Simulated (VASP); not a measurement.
Set up this calculation in VASP 6.6.1, as the native input.

| Property | Result |
| --- | --- |
| Task | single point |
| Functional | r2SCAN |
| Potentials or basis | VASP PAW PBE potentials, release 64 (Mg, O) |
| Cutoff | 520 eV |
| k mesh | 16 × 16 × 16 |
| Occupations | fermi-dirac, width 0.1 eV |
| Spin | no spin polarisation |
| Dipole correction | no |
| Further INCAR settings | ALGO = Normal; EDIFF = 1e-06; NBANDS = 11 |

MgO (zincblende type):

```xyz
2
Lattice="0.0000 2.1187 2.1187 2.1187 0.0000 2.1187 2.1187 2.1187 0.0000" Properties=species:S:1:pos:R:3 pbc="T T T"
Mg    0.0000    0.0000    0.0000
O     1.0593    1.0593    1.0593
```

This cell differs from its parent crystal: volume scaled by 0.8.

The input as run:

POSCAR

```
MgO
1.0
    0.0000000000      2.1186707176      2.1186707176
    2.1186707176      0.0000000000      2.1186707176
    2.1186707176      2.1186707176      0.0000000000
Mg O
1 1
Direct
    0.0000000000      0.0000000000      0.0000000000
    0.2500000000      0.2500000000      0.2500000000
```

INCAR.step1

```
SYSTEM = MgO
ALGO     = Normal         ! electronic algorithm
EDIFF    = 1E-4           ! SCF threshold, eV
ENCUT    = 520            ! plane-wave cutoff, eV
GGA      = PE             ! functional
ISMEAR   = -1             ! smearing method
LASPH    = .TRUE.         ! aspherical terms in the spheres
LCHARG   = .FALSE.        ! write CHGCAR
LREAL    = .FALSE.        ! projectors in reciprocal space
LWAVE    = .TRUE.         ! write WAVECAR
NBANDS   = 11             ! bands
NELM     = 80             ! most SCF steps
PREC     = Accurate       ! precision mode
SIGMA    = 0.1            ! smearing width, eV
```

INCAR.step2

```
SYSTEM = MgO
ALGO     = Normal         ! electronic algorithm
EDIFF    = 1E-6           ! SCF threshold, eV
ENCUT    = 520            ! plane-wave cutoff, eV
ISIF     = 2              ! what is computed and relaxed
ISMEAR   = -1             ! smearing method
ISTART   = 1            
LASPH    = .TRUE.         ! aspherical terms in the spheres
LCHARG   = .TRUE.         ! write CHGCAR
LELF     = .TRUE.         ! ELF
LMIXTAU  = .TRUE.       
LREAL    = .FALSE.        ! projectors in reciprocal space
LVHAR    = .TRUE.       
LWAVE    = .FALSE.        ! write WAVECAR
METAGGA  = R2SCAN         ! meta-GGA
NBANDS   = 11             ! bands
NELM     = 80             ! most SCF steps
PREC     = Accurate       ! precision mode
SIGMA    = 0.1            ! smearing width, eV
```

KPOINTS

```
k-points
0
G
  16 16 16
  0 0 0
```

Potentials or basis: VASP PAW PBE potentials, release 64 (Mg, O).

Command:

```console
$ cat potpaw_PBE.64/Mg/POTCAR potpaw_PBE.64/O/POTCAR > POTCAR
$ cp INCAR.step1 INCAR
$ mpirun -np 1 vasp_std > vasp.out
$ cp INCAR.step2 INCAR
$ mpirun -np 1 vasp_std > vasp.out
```

Results of the run:

| Item | Value |
| --- | --- |
| Pressure | 44.3 GPa |
| Band gap on the k mesh | 5.80 eV, indirect (least direct gap 5.80 eV) |

Caveat: the PAW data sets were made with another functional, which shifts forces and pressure a little.

Run time: 36 s on 1 thread of Intel(R) Xeon(R) 6975P-C (Granite Rapids), on a shared host, peak memory 0.16 GiB.
